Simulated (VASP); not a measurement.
Here is a VASP 6.6.1 calculation.

The input INCAR:

```
SYSTEM = BN
ALGO = Normal
EDIFF = 1E-6
ENCUT = 520
GGA = PE
ISIF = 2
ISMEAR = 0
LASPH = .True.
LCHARG = .False.
LREAL = .False.
LWAVE = .False.
NBANDS = 16
NELM = 60
PREC = Accurate
SIGMA = 0.02
```

File KPOINTS:

```
k-points
0
Gamma
  12 12 4
  0 0 0
```

Contents of POSCAR:

```
BN
1.0
    2.5281552242      0.0000000000      0.0000000000
   -1.2640776122      2.1894466489      0.0000000000
    0.0000000000      0.0000000000      6.3258085800
B N
2 2
Direct
    0.3333333333      0.6666666667      0.2510323212
    0.6666666667      0.3333333333      0.7489676788
    0.3333333333      0.6666666667      0.7437150326
    0.6666666667      0.3333333333      0.2562849674
```

Potentials or basis: VASP PAW PBE potentials, release 64 (B, N).

The run is started by

```console
$ cat potpaw_PBE.64/B/POTCAR potpaw_PBE.64/N/POTCAR > POTCAR
$ mpirun -np 1 vasp_std > vasp.out
```

Task: Predict the largest force.

Result: 0.518 eV/Å.

Task: Estimate the pressure.

Result: -2.8 GPa.

Task: Predict the band gap on the k mesh.

Result: 4.11 eV (least direct gap 4.44 eV).

Stress tensor (GPa, compression positive):
```
-6.56  0.00  0.00
 0.00 -6.56  0.00
 0.00  0.00  4.66
```

Caveat: the cell differs from its parent crystal (strained and its atoms moved); the stress differs along the axes, from -7 to 5 GPa; this functional lacks dispersion, which binds layers or chains, so the pressure and a relaxed spacing across them are unreliable. A k mesh can miss the band edges.
